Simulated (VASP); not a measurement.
Runs of VASP 6.6.1 on LiTa2H2. The structure is that of space group P-3m1 (No. 164), or close to it. The cells are those of the table. 

```tsv
task	cell	k mesh	cutoff (eV)	gap on the mesh (eV)	pressure (GPa)	relaxed volume (Å³/atom)	largest force (eV/Å)
relaxation of cell and atoms	relaxed from a = 3.394, b = 3.394, c = 6.461 Å, angles 90.0, 90.0, 120.0°, 5 atoms	12 × 12 × 6	600	none	0.0	12.87	0.01
relaxation of cell and atoms	relaxed from a = 3.692, b = 3.692, c = 5.820 Å, angles 90.0, 90.0, 120.0°, 5 atoms	6 × 6 × 4	600	none	0.0	(a)	0.04
single point	a = 3.403, b = 3.403, c = 6.409 Å, angles 90.0, 90.0, 120.0°, 5 atoms	12 × 12 × 6	520	none	-	-	0.01
single point	a = 3.394, b = 3.394, c = 6.461 Å, angles 90.0, 90.0, 120.0°, 5 atoms	6 × 6 × 4	520	none	-	-	0.04
```

Alike in all rows: level PBE; potentials or basis VASP PAW PBE potentials, release 64 (Li_sv, Ta_pv, H); no spin polarisation; smearing gaussian 0.1 eV.

Question: Fill in the values left out.

Answer: (a) 11.34.

Caveats: the cutoff is under 1.25 times the usual one of these potentials, so pressure, stress and relaxed cells hold a basis-set (Pulay) error; spin-orbit coupling is left out, which moves the levels of the heavy elements; the volume moved by over 15 % at a fixed basis, so the end points are rough (some runs).

A k mesh can miss the band edges, and the runs leave out spin-orbit coupling on Ta.

A gap of «none» marks levels without a gap at the run's occupations.
